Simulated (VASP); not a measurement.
Wanted: the native input for a VASP 6.6.1 run.

| Quantity | Value |
| --- | --- |
| Task | single point |
| Functional | PBE |
| Potentials or basis | VASP PAW PBE potentials, release 64 (C, O) |
| Cutoff | 520 eV |
| k mesh | 13 × 13 × 13 |
| Occupations | fermi-dirac, width 0.0612256 eV |
| Spin | no spin polarisation |
| Dipole correction | no |
| Further INCAR settings | ALGO = Normal; EDIFF = 1e-06; NBANDS = 37 |

The structure of C2O3 lies in POSCAR:

```
C2O3
1.0
    4.3294321848      0.0000000000      0.0000000000
    0.0000000000      4.3294321848      0.0000000000
    0.0000000000      0.0000000000      4.3294321848
C O
4 6
Direct
    0.2500000000      0.2500000000      0.2500000000
    0.7500000000      0.7500000000      0.2500000000
    0.7500000000      0.2500000000      0.7500000000
    0.2500000000      0.7500000000      0.7500000000
    0.5000000000      0.0000000000      0.0000000000
    0.0000000000      0.5000000000      0.0000000000
    0.0000000000      0.0000000000      0.5000000000
    0.5000000000      0.5000000000      0.0000000000
    0.5000000000      0.0000000000      0.5000000000
    0.0000000000      0.5000000000      0.5000000000
```

These files were run (other wordings do the same):

INCAR

```
SYSTEM = C2O3
ALGO = Normal
EDIFF = 1E-6
ENCUT = 520
GGA = PE
ISIF = 2
ISMEAR = -1
LASPH = .True.
LCHARG = .True.
LELF = .True.
LREAL = .False.
LVHAR = .True.
LWAVE = .False.
NBANDS = 37
NELM = 60
PREC = Accurate
SIGMA = 0.06122561905347299
```

KPOINTS

```
k-points
0
Gamma
  13 13 13
  0 0 0
```

Potentials or basis: VASP PAW PBE potentials, release 64 (C, O).

Command:

```console
$ cat potpaw_PBE.64/C/POTCAR potpaw_PBE.64/O/POTCAR > POTCAR
$ mpirun -np 1 vasp_std > vasp.out
```

It gave:

```json
{"Pressure": "6.6 GPa", "Band gap on the k mesh": "zero (bands 26 and 27 overlap by 0.80 eV)"}
```

Caveat: the cell stands under pressure.

It took 73 s on 1 thread of Intel(R) Xeon(R) 6975P-C (Granite Rapids), on a shared host, peak memory 0.29 GiB.
